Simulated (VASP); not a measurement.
Runs of VASP 6.6.1 on Pd3Pt. The structure is that of space group Fm-3m (No. 225), or close to it. The cells are those of the table. The cell was built from a structure type or drawn by symmetry, and may not be a known phase.

| task | spin | cell | k mesh | cutoff (eV) | gap on the mesh (eV) | pressure (GPa) | relaxed volume (Å³/atom) |
| --- | --- | --- | --- | --- | --- | --- | --- |
| relaxation of cell and atoms | off | relaxed from a = 4.339 Å, angles 60.0°, 4 atoms | 6 × 6 × 6 | 600 | none | -0.1 | 15.49 |
| relaxation of cell and atoms | off | relaxed from a = 4.444 Å, angles 60.0°, 4 atoms | 12 × 12 × 12 | 600 | none | 0.0 | 15.47 |
| single point | off | a = 4.443 Å, angles 60.0°, 4 atoms | 12 × 12 × 12 | 520 | none | -0.3 | - |
| single point | off | a = 4.339 Å, angles 60.0°, 4 atoms | 6 × 6 × 6 | 520 | none | (a) | - |
| single point | collinear | a = 4.444 Å, angles 60.0°, 4 atoms | 6 × 6 × 6 | 520 | none | -0.4 | - |
| single point | off | a = 4.444 Å, angles 60.0°, 4 atoms | 6 × 6 × 6 | 520 | none | -0.4 | - |

Alike in all rows: level PBE; potentials or basis VASP PAW PBE potentials, release 64 (Pd, Pt); smearing gaussian 0.1 eV.

Fill in the values left out.

(a) 15.5.

Caveats: spin-orbit coupling is left out, which moves the levels of the heavy elements; the cell stands under pressure (at least some runs).

A k mesh can miss the band edges, and the runs leave out spin-orbit coupling on Pd, Pt.

A gap of «none» marks levels without a gap at the run's occupations.
